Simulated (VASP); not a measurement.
# TiO2 in VASP: single point with BLYP

Aim: the single point of TiO2 with BLYP.

Program: VASP 6.6.1. These are calculated values, not measurements. Logs are shortened: lines on timing, memory, paths and dates and some standing lists are left out, and cuts for length are marked.

### Step 1. The cell of the first run

The typed cell holds 12 atoms: a = 5.400 Å, b = 5.401 Å, c = 5.612 Å, α = 90.00°, β = 118.73°, γ = 90.00°.

### Step 2. Single point, BLYP

The input, INCAR:

```
SYSTEM = TiO2
PREC = Accurate ; ENCUT = 520
EDIFF = 1E-6 ; ISMEAR = -1
SIGMA = 0.05 ; LREAL = .FALSE.
LASPH = .TRUE. ; NELM = 100
ALGO = Normal ; ISIF = 2
LWAVE = .FALSE. ; LCHARG = .FALSE.
GGA = B5 ; ALDAX = 1.0
AGGAX = 1.0 ; AGGAC = 1.0
ALDAC = 0.0 ; NBANDS = 60
```

The input, KPOINTS:

```
Automatic mesh
0
G
  5 5 5
  0 0 0
```

The input, POSCAR:

```
TiO2
1.0
    5.3284392064      0.0000000000     -0.8779165828
    0.0000000000      5.4011515422      0.0000000000
   -1.8613436402      0.0000000000      5.2941069460
Ti O
4 8
Direct
    0.2500050441      0.1248825798      0.2499873865
    0.7499949559      0.6248825798      0.2500126135
    0.7499949559      0.8751174202      0.7500126135
    0.2500050441      0.3751174202      0.7499873865
    0.0445251902      0.1251328402      0.8391458245
    0.9554748098      0.6251328402      0.6608541755
    0.9554748098      0.8748671598      0.1608541755
    0.0445251902      0.3748671598      0.3391458245
    0.5444974399      0.8748835687      0.3391124667
    0.4555025601      0.3748835687      0.1608875333
    0.4555025601      0.1251164313      0.6608875333
    0.5444974399      0.6251164313      0.8391124667
```

Potentials or basis: VASP PAW PBE potentials, release 64 (Ti_sv, O).

On the command line:

```console
> cat potpaw_PBE.64/Ti_sv/POTCAR potpaw_PBE.64/O/POTCAR > POTCAR
> mpirun -np 1 vasp_std > vasp.out
```

OUTCAR:

```text
SYSTEM = TiO2
   PREC = Accurate
   ENCUT = 520
   EDIFF = 1E-6
   ISMEAR = -1
   LREAL = .FALSE.
   LASPH = .TRUE.
   NELM = 100
   ISIF = 2
   GGA = B5

 ion  position               nearest neighbor table
   1  0.250  0.125  0.250-   9 1.96  10 1.96   8 1.96   7 1.96   5 2.02  11 2.02
   2  0.750  0.625  0.250-  10 1.96   9 1.96   7 1.96   8 1.96   6 2.02  12 2.02
   3  0.750  0.875  0.750-  11 1.96  12 1.96   6 1.96   5 1.96   7 2.02   9 2.02
   4  0.250  0.375  0.750-  12 1.96  11 1.96   5 1.96   6 1.96   8 2.02  10 2.02
   5  0.045  0.125  0.839-   4 1.96   3 1.96   1 2.02
   6  0.955  0.625  0.661-   3 1.96   4 1.96   2 2.02
   7  0.955  0.875  0.161-   2 1.96   1 1.96   3 2.02
   8  0.045  0.375  0.339-   1 1.96   2 1.96   4 2.02
   9  0.544  0.875  0.339-   1 1.96   2 1.96   3 2.02
  10  0.456  0.375  0.161-   2 1.96   1 1.96   4 2.02
  11  0.456  0.125  0.661-   3 1.96   4 1.96   1 2.02
  12  0.544  0.625  0.839-   4 1.96   3 1.96   2 2.02

  LATTYP: Found a simple monoclinic cell.
 ALAT       =     5.4002779468
 B/A-ratio  =     1.0001617686
 C/A-ratio  =     1.0391665775
 COS(beta)  =    -0.4806380620

  Lattice vectors:

 A1 = (   5.3284392064,   0.0000000000,  -0.8779165828)
 A2 = (   0.0000000000,   5.4011515422,   0.0000000000)
 A3 = (  -1.8613436402,   0.0000000000,   5.2941069460)

Analysis of symmetry for initial positions (statically):
=====================================================================
 Subroutine PRICEL returns:
 Original cell was already a primitive cell.

 Routine SETGRP: Setting up the symmetry group for a
 simple monoclinic supercell.

 Subroutine GETGRP returns: Found  4 space group operations
 (whereof  2 operations were pure point group operations)
 out of a pool of  4 trial point group operations.

The static configuration has the point symmetry S_2 .
 The point group associated with its full space group is C_2h.

Analysis of symmetry for dynamics (positions and initial velocities):
=====================================================================
 Subroutine PRICEL returns:
 Original cell was already a primitive cell.

 Routine SETGRP: Setting up the symmetry group for a
 simple monoclinic supercell.

 Subroutine GETGRP returns: Found  4 space group operations
 (whereof  2 operations were pure point group operations)
 out of a pool of  4 trial point group operations.

The dynamic configuration has the point symmetry S_2 .
 The point group associated with its full space group is C_2h.

 Subroutine INISYM returns: Found  4 space group operations
 (whereof  2 operations are pure point group operations),
 and found     1 'primitive' translations

----------------------------------------------------------------------------------------

                                     Primitive cell

  volume of cell :     143.5368

  direct lattice vectors                    reciprocal lattice vectors
     5.328439206  0.000000000 -0.877916583     0.199212140  0.000000000  0.070040566
     0.000000000  5.401151542  0.000000000     0.000000000  0.185145703  0.000000000
    -1.861343640  0.000000000  5.294106946     0.033035154  0.000000000  0.200504029

  length of vectors
     5.400277947  5.401151542  5.611788352     0.211166185  0.185145703  0.203207252

  position of ions in fractional coordinates (direct lattice)
     0.250005044  0.124882580  0.249987387
     0.749994956  0.624882580  0.250012613
     0.749994956  0.875117420  0.750012613
     0.250005044  0.375117420  0.749987387
     0.044525190  0.125132840  0.839145825
     0.955474810  0.625132840  0.660854175
     0.955474810  0.874867160  0.160854175
     0.044525190  0.374867160  0.339145825
     0.544497440  0.874883569  0.339112467
     0.455502560  0.374883569  0.160887533
     0.455502560  0.125116431  0.660887533
     0.544497440  0.625116431  0.839112467

  ion indices of the primitive-cell ions
   primitive index   ion index
                 1           1
                 2           2
                 3           3
                 4           4
                 5           5
                 6           6
                 7           7
                 8           8
                 9           9
                10          10
                11          11
                12          12

----------------------------------------------------------------------------------------

 KPOINTS: Automatic mesh

Automatic generation of k-mesh.
 Grid dimensions read from file:
 generate k-points for:    5    5    5

 Generating k-lattice:

  Cartesian coordinates                     Fractional coordinates (reciprocal lattice)
     0.039842428  0.000000000  0.014008113     0.200000000  0.000000000  0.000000000
     0.000000000  0.037029141  0.000000000     0.000000000  0.200000000  0.000000000
     0.006607031  0.000000000  0.040100806     0.000000000  0.000000000  0.200000000

  Length of vectors
     0.042233237  0.037029141  0.040641450

  Shift w.r.t. Gamma in fractional coordinates (k-lattice)
     0.000000000  0.000000000  0.000000000

 Subroutine IBZKPT returns following result:
 ===========================================

 Found     39 irreducible k-points:

 Following reciprocal coordinates:
            Coordinates               Weight
  0.000000  0.000000  0.000000      1.000000
  0.200000  0.000000  0.000000      2.000000
  0.400000  0.000000 -0.000000      2.000000
  0.000000  0.200000  0.000000      2.000000
  0.200000  0.200000  0.000000      4.000000
  0.400000  0.200000 -0.000000      4.000000
[... 16 lines left out ...]
 -0.400000  0.400000  0.200000      4.000000
 -0.200000  0.400000  0.200000      4.000000
 [... further k-points ...]
   k-points           NKPTS =     39   k-points in BZ     NKDIM =     39   number of bands    NBANDS=     60
   number of dos      NEDOS =    301   number of ions     NIONS =     12
   total plane-waves  NPLWV =  67200
   dimension x,y,z NGX =    40 NGY =   40 NGZ =   42
   dimension x,y,z NGXF=    80 NGYF=   80 NGZF=   84
   ions per type =               4   8
   NGX,Y,Z   is equivalent  to a cutoff of  12.31, 12.31, 12.44 a.u.
   NGXF,Y,Z  is equivalent  to a cutoff of  24.63, 24.62, 24.88 a.u.
 SYSTEM =  TiO2
   PREC   = accura    normal or accurate (medium, high low for compatibility)
   ISTART =      0    job   : 0-new  1-cont  2-samecut
   ICHARG =      2    charge: 1-file 2-atom 10-const
   ISPIN  =      1    spin polarized calculation?
   LNONCOLLINEAR =      F non collinear calculations
   LSORBIT =      F    spin-orbit coupling
   LASPH  =      T    aspherical Exc in radial PAW
   ENCUT  =  520.0 eV  38.22 Ry    6.18 a.u.  10.04 10.04 10.43*2*pi/ulx,y,z
   NELM   =    100;   NELMIN=  2; NELMDL= -5     # of ELM steps
   EDIFF  = 0.1E-05   stopping-criterion for ELM
   LREAL  =      F    real-space projection
   EDIFFG = 0.1E-04   stopping-criterion for IOM
   NSW    =      0    number of steps for IOM
   IBRION =     -1    ionic relax: 0-MD 1-quasi-New 2-CG
   NFREE  =      0    steps in history (QN), initial steepest desc. (CG)
   ISIF   =      2    stress and relaxation
   ISYM   =      2    0-nonsym 1-usesym 2-fastsym
   POTIM  = 0.5000    time-step for ionic-motion
   TEBEG  =    0.0;   TEEND  =   0.0 temperature during run
   PSTRESS=    0.0 pullay stress
   NELECT =      96.0000    total number of electrons
   NUPDOWN=      -1.0000    fix difference up-down
   EMIN   =  10.00;   EMAX   =-10.00  energy-range for DOS
   EFERMI =   0.00;   METHOD = LEGACY
   ISMEAR =    -1;   SIGMA  =   0.05  broadening in eV -4-tet -1-fermi 0-gaus
   EFERMI_NEDOS =   21; number of points for ismear=-14 and -15
   IALGO  =     38    algorithm
   IMIX   =      4    mixing-type and parameters
     AMIX     =   0.40;   BMIX     =  1.00
     AMIX_MAG =   1.60;   BMIX_MAG =  1.00
  volume/ion in A,a.u.               =      11.96        80.72
  Fermi-wavevector in a.u.,A,eV,Ry     =   1.431674  2.705472 27.887733  2.049691
  Thomas-Fermi vector in A             =   2.551385
   LORBIT       =      0    0 simple, 1 ext, 2 COOP (PROOUT), +10 PAW based schemes
   GGA     = B5    functional components
   LHFCALC =     F    Hartree Fock is set to
   AEXX    =    0.0000 exact exchange contribution
   IVDW    =     0    specifies the selected vdW correction
   LEPSILON=     F    determine dielectric tensor
   LRPA    =     F    only Hartree local field effects (RPA)
 non-spin polarized calculation
  energy-cutoff  :      520.00
  volume of cell :      143.54
 maximum number of plane-waves:      3884
   NGX = 21   NGY = 21   NGZ = 21

 number of electron      95.9999934 magnetization

 Free energy of the ion-electron system (eV)
  ---------------------------------------------------
  ext. energy  EPLUGINS =         0.00000000
  ---------------------------------------------------
  free energy    TOTEN  =      -103.54825332 eV

  energy without entropy =     -103.54825332  energy(sigma->0) =     -103.54825332

 E-fermi :   4.2435     XC(G=0): -10.0661

 val. band max:        3.1895420046   @ k =   0.0000   0.2000   0.0000
 cond. band min:       5.2712174551   @ k =   0.0000   0.0000   0.0000
 fundamental gap:      2.0816754506
 Fermi energy:         4.2434968457

 k-point     1 :       0.0000    0.0000    0.0000
  band No.  band energies     occupation
      1     -53.1657      2.00000
      2     -53.1397      2.00000
      3     -53.1397      2.00000
      4     -53.1214      2.00000
      5     -29.7050      2.00000
      6     -29.6644      2.00000
[... 52 lines left out ...]
     59       7.7826      0.00000
     60       7.7835      0.00000

 k-point     2 :       0.2000    0.0000    0.0000
  band No.  band energies     occupation
      1     -53.1632      2.00000
      2     -53.1422      2.00000
      3     -53.1379      2.00000
      4     -53.1231      2.00000
      5     -29.6966      2.00000
      6     -29.6625      2.00000
[... 1375 lines left out ...]
     59       7.3371      0.00000
     60       7.4005      0.00000

 k-point    24 :      -0.2000    0.4000    0.2000
  band No.  band energies     occupation
      1     -53.1584      2.00000
      2     -53.1530      2.00000
      3     -53.1292      2.00000
      4     -53.1258      2.00000
      5     -29.6933      2.00000
      6     -29.6877      2.00000
[... 52 lines left out ...]
     59       7.2394      0.00000
     60       7.3829      0.00000

 [... further k-points ...]
[... 5 lines left out ...]
  --------------------------------------------------------------------------------------
  -------------------------------------------------------------------------------------
  Total        0.8414033      0.8363338      0.7579151      0.0000000      0.0000000     -0.0396189
  in kB        9.3918580      9.3352718      8.4599509      0.0000000      0.0000000     -0.4422310
  external PRESSURE =       9.0623602 kB  Pullay stress =       0.0000000 kB

 VOLUME and BASIS-vectors are now :
 -----------------------------------------------------------------------------
  energy-cutoff  :      520.00
  volume of cell :      143.54
      direct lattice vectors                 reciprocal lattice vectors
     5.328439206  0.000000000 -0.877916583     0.199212140  0.000000000  0.070040566
     0.000000000  5.401151542  0.000000000     0.000000000  0.185145703  0.000000000
    -1.861343640  0.000000000  5.294106946     0.033035154  0.000000000  0.200504029

 POSITION                                       TOTAL-FORCE (eV/Angst)
 -----------------------------------------------------------------------------------
      0.86682      0.67451      1.10398        -0.000093      0.000092      0.000178
      3.53094      3.37509      0.66516         0.000093      0.000092     -0.000178
      2.60027      4.72664      3.31221         0.000093     -0.000092     -0.000178
     -0.06385      2.02607      3.75103        -0.000093     -0.000092      0.000178
     -1.32469      0.67586      4.40344        -0.003281     -0.000206     -0.019561
      3.86111      3.37644      2.65981         0.003281     -0.000206      0.019561
      4.79178      4.72529      0.01275         0.003281      0.000206      0.019561
     -0.39402      2.02471      1.75638        -0.003281      0.000206     -0.019561
      2.27012      4.72538      1.31727        -0.002677     -0.000187     -0.018887
      2.12765      2.02480      0.45186         0.002677     -0.000187      0.018887
      1.19698      0.67577      3.09892         0.002677      0.000187      0.018887
      1.33944      3.37635      3.96433        -0.002677      0.000187     -0.018887
 -----------------------------------------------------------------------------------
    total drift:                                0.000000     -0.000000      0.000000

  FREE ENERGIE OF THE ION-ELECTRON SYSTEM (eV)
  ---------------------------------------------------
  free  energy   TOTEN  =      -103.5482533190 eV

  energy  without entropy=     -103.5482533188  energy(sigma->0) =     -103.54825332
```

Run time: 4.7 min. Hardware: 1 thread of AMD EPYC 7R13 (Zen 3), shared host; peak memory 0.35 GiB.

What came out:

```
Free energy            : -103.5483 eV
Pressure               : 0.9 GPa
Largest force          : 0.020 eV/Å
Band gap on the k mesh : 2.08 eV
```

Forces in eV/Å, atoms in the order of the input:
```
Ti   0.000  0.000  0.000
Ti   0.000  0.000  0.000
Ti   0.000  0.000  0.000
Ti   0.000  0.000  0.000
O   -0.003  0.000 -0.020
O    0.003  0.000  0.020
O    0.003  0.000  0.020
O   -0.003  0.000 -0.020
O   -0.003  0.000 -0.019
O    0.003  0.000  0.019
O    0.003  0.000  0.019
O   -0.003  0.000 -0.019
```

Levels at points of the mesh, in eV from the valence-band top:
| k point | band 46 | band 47 | band 48 | band 49 | band 50 | band 51 |
| --- | --- | --- | --- | --- | --- | --- |
| (0.00, 0.00, 0.00) | -0.37 | -0.05 | -0.05 | 2.08 | 2.68 | 3.06 |

Caveat: the PAW data sets were made with another functional, which shifts forces and pressure a little. A k mesh can miss the band edges.
